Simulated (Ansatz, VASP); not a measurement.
# Cu in VASP and in Ansatz

Contents of INCAR:

```
ALGO = Normal
EDIFF = 1E-6
ENCUT = 820
GGA_COMPAT = F
ISIF = 2
ISMEAR = -1
LASPH = T
LCHARG = T
LELF = T
LREAL = F
LVHAR = T
LWAVE = F
NBANDS = 46
NELM = 120
PREC = Accurate
SIGMA = 0.1
```

The input KPOINTS:

```
k-points
0
Gamma
  7 7 2
```

The input POSCAR:

```
Cu
1.0
    2.5307600000      0.0000000000      0.0000000000
   -1.2653800000      2.1917100000      0.0000000000
    0.0000000000      0.0000000000      8.2618200000
Cu
4
Direct
    0.9952300000      0.0002200000      0.9983600000
    0.3277700000      0.6622900000      0.2501700000
    0.0056100000      0.0010200000      0.4991700000
    0.6601900000      0.3208400000      0.7500800000
```

Input for Ansatz:

```yaml
crystal:
  lattice:
    - [2.53076, 0.0, 0.0]
    - [-1.26538, 2.19171, 0.0]
    - [0.0, 0.0, 8.26182]
  atoms:
    - { symbol: Cu, position: [0.99523, 0.00022, 0.99836] }
    - { symbol: Cu, position: [0.32777, 0.66229, 0.25017] }
    - { symbol: Cu, position: [0.00561, 0.00102, 0.49917] }
    - { symbol: Cu, position: [0.66019, 0.32084, 0.75008] }
basis:
  ecutwfc: 540.0
  xc_grid: 2
kpoints:
  mp_grid:
    grid: [7, 7, 2]
hamiltonian:
  xc: lda
scf:
  convergence:
    dr2_threshold: 1.0e-09
  occupations:
    method: fermi_dirac
    width: 0.1
output:
  forces: true
  stress: true
```

Alike in both runs: task single point; functional LDA; k mesh 7 × 7 × 2; occupations fermi-dirac, width 0.1 eV; no spin polarisation.

|  | VASP | Ansatz |
| --- | --- | --- |
| version | VASP 6.6.1 | Ansatz 0.2.0 |
| potentials or method | VASP PAW LDA potentials, release 64 (Cu_sv_GW), cutoff 820 eV | plane waves, PAW |
| valence electrons in the cell | 76 | 76 |

VASP gave:

- pressure (GPa): -10.1
- traceless stress, the component that is largest in VASP (GPa): -0.18
- rms of the force components (eV/Å): 0.052

Q: What did Ansatz give for the same quantities?

A: Pressure (GPa): -8.8; traceless stress, the component that is largest in VASP (GPa): -0.18; rms of the force components (eV/Å): 0.049.

LDA's correlation is that of Perdew and Zunger in VASP and of Perdew and Wang (1992) in Ansatz. Atom by atom the forces differ by 0.003 eV/Å (rms over components). Ansatz's warnings: stress scf threshold loose.

The k mesh is coarse, so the values compare programs but aren't converged.
